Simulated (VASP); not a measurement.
# SrTiO3 (Pm-3m) in VASP: notebook

The runs below take SrTiO3 through single point, relaxation of cell and atoms, with PBE.

All numbers are computed with VASP 6.6.1; they aren't measurements. Logs are shortened: lines on timing, memory, paths and dates and some standing lists are left out, and cuts for length are marked.

## 1. The cell of the first run

It takes space group Pm-3m (No. 221, cubic). The conventional cell has a = 3.975 Å, b = 3.975 Å, c = 3.975 Å, α = 90.00°, β = 90.00°, γ = 90.00°. Sr (site symmetry m-3m) has 12 O at 2.81 Å and 8 Ti at 3.44 Å within 3.7 Å. Within 2.6 Å of Ti (site symmetry m-3m) lie 6 O at 1.99 Å. O (site symmetry 4/mmm) has 2 Ti at 1.99 Å within 2.6 Å.

## 2. Single point, PBE (volume scaled by 1.03)

File INCAR:

```
PREC = Accurate
ENCUT = 520
EDIFF = 1E-6
ISMEAR = 0
SIGMA = 0.02
LREAL = False
LASPH = True
NELM = 60
ALGO = Normal
ISIF = 2
LWAVE = False
LCHARG = True
GGA = PE
LELF = True
LVHAR = True
NBANDS = 28
```

File KPOINTS:

```
regular mesh
0
Gamma
  8 8 8
```

File POSCAR:

```
SrTiO3
1.0
    3.9753809510      0.0000000000      0.0000000000
    0.0000000000      3.9753809510      0.0000000000
    0.0000000000      0.0000000000      3.9753809510
Sr Ti O
1 1 3
Direct
    0.5000000000      0.5000000000      0.5000000000
    0.0000000000      0.0000000000      0.0000000000
    0.5000000000      0.0000000000      0.0000000000
    0.0000000000      0.5000000000      0.0000000000
    0.0000000000      0.0000000000      0.5000000000
```

Potentials or basis: VASP PAW PBE potentials, release 64 (Sr_sv, Ti_sv, O).

Run with:

```sh
cat potpaw_PBE.64/Sr_sv/POTCAR potpaw_PBE.64/Ti_sv/POTCAR potpaw_PBE.64/O/POTCAR > POTCAR
mpirun -np 1 vasp_std > vasp.out
```

OUTCAR:

```text
PREC = Accurate
   ENCUT = 520
   EDIFF = 1E-6
   ISMEAR = 0
   LREAL = False
   LASPH = True
   NELM = 60
   ISIF = 2
   GGA = PE

 ion  position               nearest neighbor table
   1  0.500  0.500  0.500-   3 2.81   4 2.81   5 2.81   3 2.81   4 2.81   3 2.81   5 2.81   3 2.81
                             4 2.81   5 2.81   4 2.81   5 2.81   2 3.44   2 3.44   2 3.44   2 3.44
   2  0.000  0.000  0.000-   3 1.99   4 1.99   5 1.99   5 1.99   4 1.99   3 1.99   1 3.44   1 3.44
                             1 3.44   1 3.44   1 3.44   1 3.44   1 3.44   1 3.44
   3  0.500  0.000  0.000-   2 1.99   2 1.99   1 2.81   1 2.81   1 2.81   1 2.81
   4  0.000  0.500  0.000-   2 1.99   2 1.99   1 2.81   1 2.81   1 2.81   1 2.81
   5  0.000  0.000  0.500-   2 1.99   2 1.99   1 2.81   1 2.81   1 2.81   1 2.81

  LATTYP: Found a simple cubic cell.
 ALAT       =     3.9753809510

  Lattice vectors:

 A1 = (   3.9753809510,   0.0000000000,   0.0000000000)
 A2 = (   0.0000000000,   3.9753809510,   0.0000000000)
 A3 = (   0.0000000000,   0.0000000000,   3.9753809510)

Analysis of symmetry for initial positions (statically):
=====================================================================
 Subroutine PRICEL returns:
 Original cell was already a primitive cell.

 Routine SETGRP: Setting up the symmetry group for a
 simple cubic supercell.

 Subroutine GETGRP returns: Found 48 space group operations
 (whereof 48 operations were pure point group operations)
 out of a pool of 48 trial point group operations.

The static configuration has the point symmetry O_h .

Analysis of symmetry for dynamics (positions and initial velocities):
=====================================================================
 Subroutine PRICEL returns:
 Original cell was already a primitive cell.

 Routine SETGRP: Setting up the symmetry group for a
 simple cubic supercell.

 Subroutine GETGRP returns: Found 48 space group operations
 (whereof 48 operations were pure point group operations)
 out of a pool of 48 trial point group operations.

The dynamic configuration has the point symmetry O_h .

 Subroutine INISYM returns: Found 48 space group operations
 (whereof 48 operations are pure point group operations),
 and found     1 'primitive' translations

----------------------------------------------------------------------------------------

                                     Primitive cell

  volume of cell :      62.8255

  direct lattice vectors                    reciprocal lattice vectors
     3.975380951  0.000000000  0.000000000     0.251548219  0.000000000  0.000000000
     0.000000000  3.975380951  0.000000000     0.000000000  0.251548219  0.000000000
     0.000000000  0.000000000  3.975380951     0.000000000  0.000000000  0.251548219

  length of vectors
     3.975380951  3.975380951  3.975380951     0.251548219  0.251548219  0.251548219

  position of ions in fractional coordinates (direct lattice)
     0.500000000  0.500000000  0.500000000
     0.000000000  0.000000000  0.000000000
     0.500000000  0.000000000  0.000000000
     0.000000000  0.500000000  0.000000000
     0.000000000  0.000000000  0.500000000

  ion indices of the primitive-cell ions
   primitive index   ion index
                 1           1
                 2           2
                 3           3
                 4           4
                 5           5

----------------------------------------------------------------------------------------

 KPOINTS: regular mesh

Automatic generation of k-mesh.
 Grid dimensions read from file:
 generate k-points for:    8    8    8

 Generating k-lattice:

  Cartesian coordinates                     Fractional coordinates (reciprocal lattice)
     0.031443527  0.000000000  0.000000000     0.125000000  0.000000000  0.000000000
     0.000000000  0.031443527  0.000000000     0.000000000  0.125000000  0.000000000
     0.000000000  0.000000000  0.031443527     0.000000000  0.000000000  0.125000000

  Length of vectors
     0.031443527  0.031443527  0.031443527

  Shift w.r.t. Gamma in fractional coordinates (k-lattice)
     0.000000000  0.000000000  0.000000000

 Subroutine IBZKPT returns following result:
 ===========================================

 Found     35 irreducible k-points:

 Following reciprocal coordinates:
            Coordinates               Weight
  0.000000  0.000000  0.000000      1.000000
  0.125000  0.000000  0.000000      6.000000
  0.250000  0.000000  0.000000      6.000000
  0.375000  0.000000  0.000000      6.000000
  0.500000  0.000000  0.000000      3.000000
  0.125000  0.125000  0.000000     12.000000
[... 16 lines left out ...]
  0.375000  0.375000  0.125000     24.000000
  0.500000  0.375000  0.125000     24.000000
 [... further k-points ...]
   k-points           NKPTS =     35   k-points in BZ     NKDIM =     35   number of bands    NBANDS=     28
   number of dos      NEDOS =    301   number of ions     NIONS =      5
   total plane-waves  NPLWV =  27000
   dimension x,y,z NGX =    30 NGY =   30 NGZ =   30
   dimension x,y,z NGXF=    60 NGYF=   60 NGZF=   60
   ions per type =               1   1   3
   NGX,Y,Z   is equivalent  to a cutoff of  12.55, 12.55, 12.55 a.u.
   NGXF,Y,Z  is equivalent  to a cutoff of  25.09, 25.09, 25.09 a.u.
 SYSTEM =  unknown system
   PREC   = accura    normal or accurate (medium, high low for compatibility)
   ISTART =      0    job   : 0-new  1-cont  2-samecut
   ICHARG =      2    charge: 1-file 2-atom 10-const
   ISPIN  =      1    spin polarized calculation?
   LNONCOLLINEAR =      F non collinear calculations
   LSORBIT =      F    spin-orbit coupling
   LASPH  =      T    aspherical Exc in radial PAW
   ENCUT  =  520.0 eV  38.22 Ry    6.18 a.u.   7.39  7.39  7.39*2*pi/ulx,y,z
   NELM   =     60;   NELMIN=  2; NELMDL= -5     # of ELM steps
   EDIFF  = 0.1E-05   stopping-criterion for ELM
   LREAL  =      F    real-space projection
   EDIFFG = 0.1E-04   stopping-criterion for IOM
   NSW    =      0    number of steps for IOM
   IBRION =     -1    ionic relax: 0-MD 1-quasi-New 2-CG
   NFREE  =      0    steps in history (QN), initial steepest desc. (CG)
   ISIF   =      2    stress and relaxation
   ISYM   =      2    0-nonsym 1-usesym 2-fastsym
   POTIM  = 0.5000    time-step for ionic-motion
   TEBEG  =    0.0;   TEEND  =   0.0 temperature during run
   PSTRESS=    0.0 pullay stress
   NELECT =      40.0000    total number of electrons
   NUPDOWN=      -1.0000    fix difference up-down
   EMIN   =  10.00;   EMAX   =-10.00  energy-range for DOS
   EFERMI =   0.00;   METHOD = LEGACY
   ISMEAR =     0;   SIGMA  =   0.02  broadening in eV -4-tet -1-fermi 0-gaus
   EFERMI_NEDOS =   21; number of points for ismear=-14 and -15
   IALGO  =     38    algorithm
   IMIX   =      4    mixing-type and parameters
     AMIX     =   0.40;   BMIX     =  1.00
     AMIX_MAG =   1.60;   BMIX_MAG =  1.00
  volume/ion in A,a.u.               =      12.57        84.79
  Fermi-wavevector in a.u.,A,eV,Ry     =   1.408368  2.661429 26.987153  1.983500
  Thomas-Fermi vector in A             =   2.530533
   LORBIT       =      0    0 simple, 1 ext, 2 COOP (PROOUT), +10 PAW based schemes
   GGA     = PE    functional components
   LHFCALC =     F    Hartree Fock is set to
   AEXX    =    0.0000 exact exchange contribution
   IVDW    =     0    specifies the selected vdW correction
   LEPSILON=     F    determine dielectric tensor
   LRPA    =     F    only Hartree local field effects (RPA)
 non-spin polarized calculation
 Gauss-broadening in eV      SIGMA  =   0.02
  energy-cutoff  :      520.00
  volume of cell :       62.83
 maximum number of plane-waves:      1743
 NGX is ok and might be reduce to    30
   NGX = 15   NGY = 15   NGZ = 15

 number of electron      39.9999979 magnetization

 Free energy of the ion-electron system (eV)
  ---------------------------------------------------
  ext. energy  EPLUGINS =         0.00000000
  ---------------------------------------------------
  free energy    TOTEN  =       -40.08449427 eV

  energy without entropy =      -40.08449427  energy(sigma->0) =      -40.08449427

 E-fermi :   3.9823     XC(G=0): -10.9905

 val. band max:        3.7365575462   @ k =   0.5000   0.5000   0.5000
 cond. band min:       5.4912510022   @ k =   0.0000   0.0000   0.0000
 fundamental gap:      1.7546934560
 Fermi energy:         3.9822914221

 k-point     1 :       0.0000    0.0000    0.0000
  band No.  band energies     occupation
      1     -52.9457      2.00000
      2     -29.2234      2.00000
      3     -29.1595      2.00000
      4     -29.1595      2.00000
      5     -29.1595      2.00000
      6     -13.4977      2.00000
[... 20 lines left out ...]
     27       9.0819      0.00000
     28       9.4867      0.00000

 k-point     2 :       0.1250    0.0000    0.0000
  band No.  band energies     occupation
      1     -52.9455      2.00000
      2     -29.2377      2.00000
      3     -29.1592      2.00000
      4     -29.1592      2.00000
      5     -29.1506      2.00000
      6     -13.5031      2.00000
[... 20 lines left out ...]
     27       9.3386      0.00000
     28       9.8513      0.00000

 k-point     3 :       0.2500    0.0000    0.0000
  band No.  band energies     occupation
      1     -52.9451      2.00000
      2     -29.2657      2.00000
      3     -29.1584      2.00000
      4     -29.1584      2.00000
      5     -29.1356      2.00000
      6     -13.5582      2.00000
[... 20 lines left out ...]
     27       9.9541      0.00000
     28      10.8577      0.00000

 k-point     4 :       0.3750    0.0000    0.0000
  band No.  band energies     occupation
      1     -52.9447      2.00000
      2     -29.2899      2.00000
      3     -29.1576      2.00000
      4     -29.1576      2.00000
      5     -29.1243      2.00000
      6     -13.6491      2.00000
[... 578 lines left out ...]
     27      11.6114      0.00000
     28      11.8506      0.00000

 k-point    23 :       0.3750    0.3750    0.1250
  band No.  band energies     occupation
      1     -52.9436      2.00000
      2     -29.2408      2.00000
      3     -29.2044      2.00000
      4     -29.1654      2.00000
      5     -29.1553      2.00000
      6     -13.1253      2.00000
[... 20 lines left out ...]
     27      11.6439      0.00000
     28      12.0934      0.00000

 k-point    24 :       0.5000    0.3750    0.1250
  band No.  band energies     occupation
      1     -52.9435      2.00000
      2     -29.2352      2.00000
      3     -29.2041      2.00000
      4     -29.1682      2.00000
      5     -29.1636      2.00000
      6     -13.0425      2.00000
[... 20 lines left out ...]
     27      11.7174      0.00000
     28      12.1864      0.00000

 [... further k-points ...]

------------------------ aborting loop because EDIFF is reached ----------------------------------------

  FORCE on cell =-STRESS in cart. coord.  units (eV):
  Direction    XX          YY          ZZ          XY          YZ          ZX
  --------------------------------------------------------------------------------------
  -------------------------------------------------------------------------------------
  Total       -1.6229770     -1.6229770     -1.6229770      0.0000000      0.0000000     -0.0000000
  in kB      -41.3891684    -41.3891684    -41.3891684      0.0000000      0.0000000     -0.0000000
  external PRESSURE =     -41.3891684 kB  Pullay stress =       0.0000000 kB

 VOLUME and BASIS-vectors are now :
 -----------------------------------------------------------------------------
  energy-cutoff  :      520.00
  volume of cell :       62.83
      direct lattice vectors                 reciprocal lattice vectors
     3.975380951  0.000000000  0.000000000     0.251548219  0.000000000  0.000000000
     0.000000000  3.975380951  0.000000000     0.000000000  0.251548219  0.000000000
     0.000000000  0.000000000  3.975380951     0.000000000  0.000000000  0.251548219

 POSITION                                       TOTAL-FORCE (eV/Angst)
 -----------------------------------------------------------------------------------
      1.98769      1.98769      1.98769         0.000000      0.000000      0.000000
      0.00000      0.00000      0.00000         0.000000      0.000000      0.000000
      1.98769      0.00000      0.00000         0.000000      0.000000      0.000000
      0.00000      1.98769      0.00000         0.000000      0.000000      0.000000
      0.00000      0.00000      1.98769         0.000000      0.000000      0.000000
 -----------------------------------------------------------------------------------
    total drift:                                0.000000     -0.000000      0.000000

  FREE ENERGIE OF THE ION-ELECTRON SYSTEM (eV)
  ---------------------------------------------------
  free  energy   TOTEN  =       -40.0844942687 eV

  energy  without entropy=      -40.0844942687  energy(sigma->0) =      -40.08449427
```

It took 1.8 min on 1 thread of AMD EPYC 7R13, shared host; peak memory 0.18 GiB.

What came out:

| Quantity | Value |
| --- | --- |
| Free energy | -40.0845 eV |
| Pressure | -4.1 GPa |
| Band gap on the k mesh | 1.75 eV, indirect (least direct gap 2.14 eV) |

Caveat: the cell differs from its parent crystal (volume scaled by 1.03).

## 3. Single point, PBE (volume scaled by 1.06)

File INCAR:

```
ALGO = Normal
EDIFF = 1E-6
ENCUT = 520
GGA = PE
ISIF = 2
ISMEAR = 0
LASPH = T
LCHARG = T
LELF = T
LREAL = F
LVHAR = T
LWAVE = F
NBANDS = 28
NELM = 100
PREC = Accurate
SIGMA = 0.02
```

File KPOINTS:

```
k-points
0
Gamma
  8 8 8
```

Changes to POSCAR since step 2:

```diff
@@ -2,5 +2,5 @@
 1.0
-    3.9753809510      0.0000000000      0.0000000000
-    0.0000000000      3.9753809510      0.0000000000
-    0.0000000000      0.0000000000      3.9753809510
+    4.0136081129      0.0000000000      0.0000000000
+    0.0000000000      4.0136081129      0.0000000000
+    0.0000000000      0.0000000000      4.0136081129
 Sr Ti O
```

Potentials or basis: VASP PAW PBE potentials, release 64 (Sr_sv, Ti_sv, O).

Run with:

```sh
cat potpaw_PBE.64/Sr_sv/POTCAR potpaw_PBE.64/Ti_sv/POTCAR potpaw_PBE.64/O/POTCAR > POTCAR
mpirun -np 1 vasp_std > vasp.out
```

Run time: 1.8 min. Hardware: 1 thread of AMD EPYC 7R13, shared host; peak memory 0.18 GiB.

Results (log left out):

```yaml
Free_energy: -40.0154 eV
Pressure: -8.2 GPa
Band_gap_on_the_k_mesh: 1.70 eV, indirect (least direct gap 2.09 eV)
```

Levels at points of the mesh, in eV from the valence-band top:
| k point | band 16 | band 17 | band 18 | band 19 | band 20 | band 21 | band 22 | band 23 | band 24 | band 25 |
| --- | --- | --- | --- | --- | --- | --- | --- | --- | --- | --- |
| (0.00, 0.00, 0.00) | -1.04 | -1.04 | -0.39 | -0.39 | -0.39 | 1.70 | 1.70 | 1.70 | 3.74 | 3.74 |
| (0.50, 0.00, 0.00) | -2.15 | -2.15 | -1.75 | -0.73 | -0.73 | 1.83 | 3.37 | 3.37 | 3.75 | 5.71 |
| (0.50, 0.50, 0.00) | -2.56 | -1.76 | -1.48 | -1.48 | -0.08 | 3.37 | 3.37 | 3.79 | 4.60 | 7.47 |
| (0.50, 0.50, 0.50) | -3.50 | -3.50 | 0.00 | 0.00 | 0.00 | 3.96 | 3.96 | 3.96 | 6.62 | 6.62 |

Caveat: the cell differs from its parent crystal (volume scaled by 1.06). A k mesh can miss the band edges.

## 4. Relaxation of cell and atoms, PBE

This run uses another cell than the first one, of 11.91 Å³/atom, 0.948 times its volume.

File INCAR:

```
ALGO = Normal
EDIFF = 1E-6
EDIFFG = -0.005
ENCUT = 600
GGA = PE
IBRION = 2
ISIF = 3
ISMEAR = 0
LASPH = True
LCHARG = False
LREAL = False
LWAVE = False
NELM = 60
NSW = 100
PREC = Accurate
SIGMA = 0.02
```

KPOINTS is that of step 3.

Changes to POSCAR since step 3:

```diff
@@ -2,5 +2,5 @@
 1.0
-    4.0136081129      0.0000000000      0.0000000000
-    0.0000000000      4.0136081129      0.0000000000
-    0.0000000000      0.0000000000      4.0136081129
+    3.9052800000      0.0000000000      0.0000000000
+    0.0000000000      3.9052800000      0.0000000000
+    0.0000000000      0.0000000000      3.9052800000
 Sr Ti O
```

Run with:

```sh
cat potpaw_PBE.64/Sr_sv/POTCAR potpaw_PBE.64/Ti_sv/POTCAR potpaw_PBE.64/O/POTCAR > POTCAR
mpirun -np 1 vasp_std > vasp.out
```

It took 4.2 min on 1 thread of AMD EPYC 7R13, shared host; peak memory 0.2 GiB.

The run converged. Its results:

* Free energy: -40.1069 eV
* Relaxed volume: 12.23 Å³/atom
* Relaxed cell: a = 3.940 Å, b = 3.940 Å, c = 3.940 Å, α = 90.00°, β = 90.00°, γ = 90.00°
* Space group after relaxing (to 0.05 Å): Pm-3m (No. 221)
* Energy gained by relaxing: 4.6 meV/atom
* Ionic steps: 3
* Pressure after relaxing: 0.0 GPa
* Band gap on the k mesh: 1.81 eV, indirect (least direct gap 2.18 eV)

Step by step:
```tsv
step	energy change (eV)	largest force (eV/Å)	pressure (GPa)	volume (Å³)
1	0.0000	0.0000	4.69	59.56
2	-0.0057	0.0000	-3.75	62.62
3	-0.0232	0.0000	-0.02	61.17
```

Final structure:
```yaml
crystal:
  lattice:
    - [3.94020, 0.00000, 0.00000]
    - [0.00000, 3.94020, 0.00000]
    - [0.00000, 0.00000, 3.94020]
  atoms:
    - { symbol: Sr, position: [0.50000, 0.50000, 0.50000] }
    - { symbol: Ti, position: [0.00000, 0.00000, 0.00000] }
    - { symbol: O, position: [0.50000, 0.00000, 0.00000] }
    - { symbol: O, position: [0.00000, 0.50000, 0.00000] }
    - { symbol: O, position: [0.00000, 0.00000, 0.50000] }
```

Levels at points of the mesh, in eV from the valence-band top:
| k point | band 17 | band 18 | band 19 | band 20 | band 21 | band 22 | band 23 | band 24 |
| --- | --- | --- | --- | --- | --- | --- | --- | --- |
| (0.00, 0.00, 0.00) | -1.12 | -0.37 | -0.37 | -0.37 | 1.81 | 1.81 | 1.81 | 4.12 |
| (0.50, 0.00, 0.00) | -2.29 | -1.90 | -0.73 | -0.73 | 1.96 | 3.64 | 3.64 | 4.13 |
| (0.50, 0.50, 0.00) | -1.74 | -1.54 | -1.54 | -0.09 | 3.65 | 3.65 | 4.09 | 5.05 |
| (0.50, 0.50, 0.50) | -3.66 | 0.00 | 0.00 | 0.00 | 4.29 | 4.29 | 4.29 | 6.84 |

## 5. Overview

| task | cell | cutoff (eV) | gap on the mesh (eV) | pressure (GPa) |
| --- | --- | --- | --- | --- |
| single point | a = 3.975 Å, 5 atoms | 520 | 1.75 | -4.1 |
| single point | a = 4.014 Å, 5 atoms | 520 | 1.70 | -8.2 |
| relaxation of cell and atoms | relaxed from a = 3.905 Å, 5 atoms | 600 | 1.81 | 0.0 |

Alike in all rows: level PBE; potentials or basis VASP PAW PBE potentials, release 64 (Sr_sv, Ti_sv, O); no spin polarisation; k mesh 8 × 8 × 8; smearing gaussian 0.02 eV.

Total energies depend on the potentials used, so only differences within one code and one set of settings carry meaning.
